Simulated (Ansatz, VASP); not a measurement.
# Two plane-wave programs on Eu

```xyz
2
Lattice="-2.3030 2.3030 2.3030 2.3030 -2.3030 2.3030 4.6060 4.6060 0.0000" Properties=species:S:1:pos:R:3 pbc="T T T"
Eu    0.0000    0.0000    0.0000
Eu    2.3030    2.3030    2.3030
```

Alike in both runs: task single point; functional LDA; k mesh 8 × 8 × 5; occupations fermi-dirac, width 0.05 eV; collinear spin.

|  | VASP | Ansatz |
| --- | --- | --- |
| version | VASP 6.6.1 | Ansatz 0.2.0 |
| potentials or method | VASP PAW PBE potentials, release 64 (Eu) | PAW with Ansatz's default frozen-core files, scalar-relativistic |
| plane-wave cutoff (eV) | 520 | 420 |
| valence electrons in the cell | 34 | 34 |

Ansatz gave:

- net moment per atom (μB): 0.00
- size of the moment on the site where the two differ most (μB): 7.00

What did VASP give for the same quantities?

net moment per atom (μB): 0.00; size of the moment on the site where the two differ most (μB): 6.68.

VASP's potentials were made for PBE, not for LDA. LDA's correlation is that of Perdew and Zunger in VASP and of Perdew and Wang (1992) in Ansatz. Site moments also hang on the region over which each program counts them.

Spin-orbit coupling is off throughout.
